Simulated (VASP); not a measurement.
Runs of VASP 6.6.1 on As. The structure is that of space group Pm-3m (No. 221), or close to it. The cells are those of the table. 

```tsv
cell	k mesh	gap on the mesh (eV)	pressure (GPa)
a = 2.708 Å, 1 atom	13 × 13 × 13	none	-0.1
a = 2.708 Å, 1 atom	19 × 19 × 19	none	0.1
a = 2.672 Å, 1 atom	13 × 13 × 13	none	(a)
a = 2.778 Å, 1 atom	13 × 13 × 13	none	-5.8
a = 2.634 Å, 1 atom	13 × 13 × 13	none	(b)
```

Alike in all rows: task single point; level r2SCAN; potentials or basis VASP PAW PBE potentials, release 64 (As); no spin polarisation; cutoff (eV) 520; smearing fermi-dirac 0.1 eV.

Task: Estimate the missing entries.

Result: (a) 3.9; (b) 8.8.

Caveats: the PAW data sets were made with another functional, which shifts forces and pressure a little.

A k mesh can miss the band edges, and the runs leave out spin-orbit coupling on As.

A gap of «none» marks levels without a gap at the run's occupations.
